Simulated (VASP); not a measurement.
Wanted: the native input for a VASP 6.6.1 run.

```yaml
Task: single point
Functional: PBEsol
Potentials_or_basis: VASP PAW PBE potentials, release 64 (Rh_pv)
Cutoff: 520 eV
k_mesh: 24 × 24 × 24
Occupations: gaussian, width 0.15 eV
Spin: no spin polarisation
Dipole_correction: no
Further_INCAR_settings: ALGO = Fast; EDIFF = 1e-06; NBANDS = 14
```

The structure of Rh lies in POSCAR:

```
Rh
1.0
    0.0000000000      1.9551427579      1.7987313373
    1.9551427579      0.0000000000      1.7987313373
    1.9551427579      1.9551427579      0.0000000000
Rh
1
Direct
    0.0000000000      0.0000000000      0.0000000000
```

This cell differs from its parent crystal: ratio of the length along z to the lengths across it x 0.92, volume and fractional coordinates fixed.

One way to write it, as run:

INCAR

```
SYSTEM = Rh
ALGO = Fast ; EDIFF = 1E-6
ENCUT = 520 ; GGA = PS
ISIF = 2 ; ISMEAR = 0
LASPH = .TRUE. ; LCHARG = .FALSE.
LREAL = .FALSE. ; LWAVE = .FALSE.
NBANDS = 14 ; NELM = 100
PREC = Accurate ; SIGMA = 0.15
```

KPOINTS

```
k-points
0
G
  24 24 24
  0 0 0
```

Potentials or basis: VASP PAW PBE potentials, release 64 (Rh_pv).

Command:

```sh
$ cat potpaw_PBE.64/Rh_pv/POTCAR > POTCAR
$ mpirun -np 1 vasp_std > vasp.out
```

It gave:

```yaml
Pressure: -4.3 GPa
Band_gap_on_the_k_mesh: zero (an odd number of electrons rules out a gap without spin polarisation)
```

Caveat: the stress differs along the axes, from -10 to 8 GPa; the PAW data sets were made with another functional, which shifts forces and pressure a little.

It took 4 min on 1 thread of Intel Xeon 8259CL (shared host), peak memory 0.29 GiB.
